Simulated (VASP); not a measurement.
**Si4O7 (a cell with a defect): single point with LDA**

The system is Si4O7 (a cell with a defect).

```
CELL_PARAMETERS angstrom
0.00000 4.15486 -2.66143
0.00000 -4.15486 -2.66143
-4.15486 0.00000 2.66143
ATOMIC_POSITIONS crystal
Si 0.25000 0.75000 0.50000
Si 0.75000 0.25000 0.50000
Si 0.00000 0.00000 0.00000
Si 0.50000 0.50000 0.00000
O 0.00000 0.30556 0.30556
O 0.55556 0.75000 0.80556
O 0.05556 0.25000 0.80556
O 0.00000 0.69444 0.69444
O 0.50000 0.00000 0.50000
O 0.94444 0.75000 0.19444
O 0.44444 0.25000 0.19444
```

This cell differs from its parent crystal: atom 9 moved 0.500 of the way to it and +0.000 Å across, host rigid.

```
Program             : VASP 6.6.1
Task                : single point
Functional          : LDA
Potentials or basis : VASP PAW LDA potentials, release 64 (Si, O)
Cutoff              : 520 eV
k mesh              : 6 × 6 × 6
Occupations         : gaussian, width 0.05 eV
Spin                : no spin polarisation
```

```
Pressure               : 42.3 GPa
Largest force          : 20.915 eV/Å
Band gap on the k mesh : zero (band 29 reaches 11.51 eV, above the bottom of band 30 at 11.43 eV)
```

Forces in eV/Å, atoms in the order of the input:
```
Si    0.000   0.000  20.915
Si    0.000   0.000 -20.915
Si    0.000   0.000   0.000
Si    0.000   0.000   0.000
O     0.108   0.108   0.000
O     0.363  -0.363  -0.330
O     0.363  -0.363   0.330
O    -0.108  -0.108   0.000
O     0.000   0.000   0.000
O    -0.363   0.363  -0.330
O    -0.363   0.363   0.330
```

Stress tensor (GPa, compression positive):
```
  9.51  -2.64   0.00
 -2.64   9.51   0.00
  0.00   0.00 107.76
```

Levels at points of the mesh, in eV from the Fermi level:
| k point | band 26 | band 27 | band 28 | band 29 | band 30 | band 31 | band 32 | band 33 |
| --- | --- | --- | --- | --- | --- | --- | --- | --- |
| (0.00, 0.00, 0.00) | -5.52 | -5.14 | -4.60 | -1.82 | 0.13 | 2.50 | 2.71 | 4.06 |
| (0.50, 0.00, 0.00) | -6.09 | -5.66 | -5.00 | -0.30 | 1.00 | 1.56 | 2.82 | 4.09 |
| (0.50, 0.00, 0.50) | -6.01 | -5.29 | -5.15 | -0.35 | 0.77 | 1.54 | 2.77 | 4.42 |
| (0.50, 0.50, 0.00) | -5.84 | -5.62 | -5.55 | -0.61 | 0.41 | 3.50 | 4.02 | 4.17 |
| (0.50, 0.50, 0.50) | -6.62 | -6.23 | -6.02 | -0.27 | 1.45 | 2.71 | 2.81 | 4.42 |

Wall time 3.3 min on 1 thread of Intel(R) Xeon(R) Platinum 8259CL CPU @ 2.50GHz (Skylake/Cascade Lake), on a shared host, peak memory 0.25 GiB.

Caveat: the cell differs from its parent crystal (atom 9 moved 0.500 of the way to it and +0.000 Å across, host rigid).
